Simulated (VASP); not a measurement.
Hf: single point with PBEsol

The system is Hf.

```xyz
1
Lattice="-1.5058 1.5058 1.5058 1.5058 -1.5058 1.5058 1.5058 1.5058 -1.5058" Properties=species:S:1:pos:R:3 pbc="T T T"
Hf    0.0000    0.0000    0.0000
```

This isn't the form of Hf at room conditions, which is hcp.

```yaml
Program: VASP 6.6.1
Task: single point
Functional: PBEsol
Potentials_or_basis: VASP PAW PBE potentials, release 64 (Hf_pv)
Cutoff: 500 eV
k_mesh: 18 × 18 × 18
Occupations: gaussian, width 0.1 eV
Spin: no spin polarisation
```

```
Pressure               : 98.9 GPa
Band gap on the k mesh : zero (bands 5 and 6 overlap by 2.96 eV)
```

Levels at points of the mesh, in eV from the Fermi level:
| k point | band 2 | band 3 | band 4 | band 5 | band 6 | band 7 | band 8 | band 9 |
| --- | --- | --- | --- | --- | --- | --- | --- | --- |
| (0.00, 0.00, 0.00) | -27.85 | -27.85 | -8.10 | 1.64 | 1.64 | 1.64 | 6.10 | 6.10 |
| (0.50, 0.00, 0.00) | -28.93 | -27.92 | -5.35 | -1.93 | 4.70 | 6.51 | 8.06 | 13.06 |
| (0.50, 0.50, 0.50) | -30.21 | -30.21 | -5.57 | -5.57 | 11.25 | 11.25 | 11.25 | 12.78 |

Wall time 16 s on 1 thread of Intel(R) Xeon(R) Platinum 8259CL CPU @ 2.50GHz (Skylake/Cascade Lake), with other jobs on the host, peak memory 0.15 GiB.

Caveat: the cell stands under pressure; the PAW data sets were made with another functional, which shifts forces and pressure a little; spin-orbit coupling is left out, which moves the levels of the heavy elements.
